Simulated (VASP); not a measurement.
A run of VASP 6.6.1 is set up as follows.

INCAR

```
ALGO     = Normal         # electronic algorithm
EDIFF    = 1E-7           # SCF threshold, eV
EDIFFG   = -0.04          # ionic threshold
ENCUT    = 600            # plane-wave cutoff, eV
GGA      = PE             # functional
IBRION   = 2              # ionic algorithm
ISIF     = 3              # what is computed and relaxed
ISMEAR   = 0              # smearing method
LASPH    = T              # aspherical terms in the spheres
LCHARG   = F              # write CHGCAR
LREAL    = F              # projectors in reciprocal space
LWAVE    = F              # write WAVECAR
NELM     = 100            # most SCF steps
NSW      = 90             # ionic steps
PREC     = Accurate       # precision mode
SIGMA    = 0.1            # smearing width, eV
```

Contents of KPOINTS:

```
k-points
0
Gamma
  6 6 4
```

Contents of POSCAR:

```
HfSc2O3
1.0
    5.0832454300      0.0000000000      0.0000000000
   -2.5416227100      4.4022196700      0.0000000000
    0.0000000000      0.0000000000      3.8200010100
Hf Sc O
1 2 3
Direct
    0.0000000000      0.0000000000      0.0000000000
    0.6666666700      0.3333333300      0.0000000000
    0.3333333300      0.6666666700      0.0000000000
    0.5000000000      0.0000000000      0.5000000000
    0.5000000000      0.5000000000      0.5000000000
    0.0000000000      0.5000000000      0.5000000000
```

Potentials or basis: VASP PAW PBE potentials, release 64 (Hf_pv, Sc_sv, O).

Launch:

```sh
$ cat potpaw_PBE.64/Hf_pv/POTCAR potpaw_PBE.64/Sc_sv/POTCAR potpaw_PBE.64/O/POTCAR > POTCAR
$ mpirun -np 1 vasp_std > vasp.out
```

Task: Predict the relaxed volume.

Result: 13.41 Å³/atom.

Task: What does it give for the band gap on the k mesh?

Result: Zero (band 25 reaches 6.31 eV, above the bottom of band 26 at 5.46 eV).

Stress tensor (GPa, compression positive):
```
0.48 0.00 0.00
0.00 0.48 0.00
0.00 0.00 0.31
```

Caveat: the k points lie up to 0.54 Å⁻¹ apart in the final cell; spin-orbit coupling is left out, which moves the levels of the heavy elements.
